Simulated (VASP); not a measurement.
Set up this calculation in VASP 6.6.1, as the native input.

| Item | Value |
| --- | --- |
| Task | single point |
| Functional | PBE |
| Potentials or basis | VASP PAW PBE potentials, release 64 (Ba_sv) |
| Cutoff | 520 eV |
| k mesh | 8 × 8 × 8 |
| Occupations | methfessel-paxton, width 0.05 eV |
| Spin | collinear spin, ferromagnetic start |
| Starting moments | [0.5] μB |
| Dipole correction | no |
| Further INCAR settings | ALGO = Normal; EDIFF = 1e-06; NBANDS = 15 |

The structure of Ba lies in POSCAR:

```
Ba
1.0
   -2.5065000000      2.5065000000      2.5065000000
    2.5065000000     -2.5065000000      2.5065000000
    2.5065000000      2.5065000000     -2.5065000000
Ba
1
Direct
    0.0000000000      0.0000000000      0.0000000000
```

The input as run:

INCAR

```
SYSTEM = Ba
PREC = Accurate ; ENCUT = 520
EDIFF = 1E-6 ; ISMEAR = 1
SIGMA = 0.05 ; LREAL = .False.
LASPH = .True. ; NELM = 150
ALGO = Normal ; ISIF = 2
LWAVE = .False. ; LCHARG = .True.
ISPIN = 2 ; MAGMOM = 0.5
LORBIT = 11 ; GGA = PE
LELF = .True. ; LVHAR = .True.
NBANDS = 15
```

KPOINTS

```
regular mesh
0
Gamma
  8 8 8
  0 0 0
```

Potentials or basis: VASP PAW PBE potentials, release 64 (Ba_sv).

Run with:

```bash
$ cat potpaw_PBE.64/Ba_sv/POTCAR > POTCAR
$ mpirun -np 1 vasp_std > vasp.out
```

Results of the run:

The pressure is 0.1 GPa and the band gap on the k mesh is zero (filled and empty bands overlap). The net moment is -0.01 μB per cell and the valence electrons inside the program's atomic spheres are Ba 7.89.

Caveat: spin-orbit coupling is left out, which moves the levels of the heavy elements.

Wall time 23 s on 1 thread of Intel(R) Xeon(R) Platinum 8488C (Sapphire Rapids) (shared host), peak memory 0.22 GiB.
